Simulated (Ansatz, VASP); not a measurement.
# MnSe: VASP beside Ansatz

```
Mn Se
1.0
     3.85937    0.00000    0.00000
    -1.92968    3.34231    0.00000
     0.00000    0.00000    5.97241
Mn Se
2 2
Direct
  0.00000 0.00000 0.00000
  0.00000 0.00000 0.50000
  0.66667 0.33333 0.25000
  0.33333 0.66667 0.75000
```

Alike in both runs: task single point; functional LDA; k mesh 9 × 9 × 5; occupations fermi-dirac, width 0.1 eV; collinear spin.

|  | VASP | Ansatz |
| --- | --- | --- |
| version | VASP 6.6.1 | Ansatz 0.2.0 |
| potentials or method | VASP PAW LDA potentials, release 64 (Mn_pv, Se) | PAW with Ansatz's default frozen-core files, scalar-relativistic |
| plane-wave cutoff (eV) | 520 | 420 |
| valence electrons in the cell | 38 | 62 |

```csv
,VASP,Ansatz,Ansatz less VASP
pressure (GPa),-9.7,-8.9,+0.84
"traceless stress, the component that is largest in VASP (GPa)",-0.99,-0.76,+0.231
net moment per atom (μB),2.03,2.08,+0.052
size of the moment on the site where the two differ most (μB),3.74,3.82,+0.081
```

LDA's correlation is that of Perdew and Zunger in VASP and of Perdew and Wang (1992) in Ansatz. Site moments also hang on the region over which each program counts them. VASP's potentials hold 38 valence electrons a cell and Ansatz's 62, so a difference there can come from the potentials and not from the codes.
